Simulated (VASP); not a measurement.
A run of VASP 6.6.1 is set up as follows.

The input INCAR:

```
  PREC = Accurate
  ENCUT = 600
  EDIFF = 1E-6
  ISMEAR = -1
  SIGMA = 0.05
  LREAL = False
  LASPH = True
  NELM = 120
  ALGO = Normal
  ISIF = 2
  LWAVE = False
  LCHARG = True
  LELF = True
  LVHAR = True
  NBANDS = 30
  GGA_COMPAT = False
```

Contents of KPOINTS:

```
regular mesh
0
Gamma
  4 4 4
```

Contents of POSCAR:

```
Cd3Re
1.0
    4.0896889368      0.0000000000      0.0000000000
    0.0000000000      4.0896889368      0.0000000000
    0.0000000000      0.0000000000      4.0896889368
Cd Re
3 1
Direct
    0.0000000000      0.0000000000      0.0000000000
    0.0000000000      0.5000000000      0.5000000000
    0.5000000000      0.0000000000      0.5000000000
    0.5000000000      0.5000000000      0.0000000000
```

Potentials or basis: VASP PAW LDA potentials, release 64 (Cd, Re).

Launch:

```console
$ cat potpaw_LDA.64/Cd/POTCAR potpaw_LDA.64/Re/POTCAR > POTCAR
$ mpirun -np 1 vasp_std > vasp.out
```

(1) What does it give for the band gap on the k mesh?

(2) Predict the pressure.

## Answers

(1) zero (an odd number of electrons rules out a gap without spin polarisation).

(2) 1.5 GPa.

Caveat: the k points lie up to 0.38 Å⁻¹ apart, too coarse for converged energies and pressures of a metal; spin-orbit coupling is left out, which moves the levels of the heavy elements.
